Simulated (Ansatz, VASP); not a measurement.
**One calculation of C, two programs**

```
C
1.0
     2.50320    0.00000    0.00000
    -1.25160    2.16783    0.00000
     0.00000    0.00000    4.16887
C
4
Direct
  0.33333 0.66667 0.00023
  0.66667 0.33333 0.50023
  0.33333 0.66667 0.37477
  0.66667 0.33333 0.87477
```

Alike in both runs: task single point; functional r2SCAN; k mesh 12 × 12 × 6; no spin polarisation.

```csv
,VASP,Ansatz
version,VASP 6.6.1,Ansatz 0.2.0
potentials or method,"VASP PAW PBE potentials, release 64 (C_h)","plane waves, PAW"
plane-wave cutoff (eV),1430,500
occupations,"gaussian, width 0.01 eV",fixed
valence electrons in the cell,16,16
```

|  | VASP | Ansatz | Ansatz less VASP |
| --- | --- | --- | --- |
| gap on the k mesh at the Fermi level (eV) | 3.59 | 3.60 | +0.006 |
| pressure (GPa) | -0.6 | 0.0 | +0.61 |

VASP's potentials were made for PBE, not for r2SCAN.
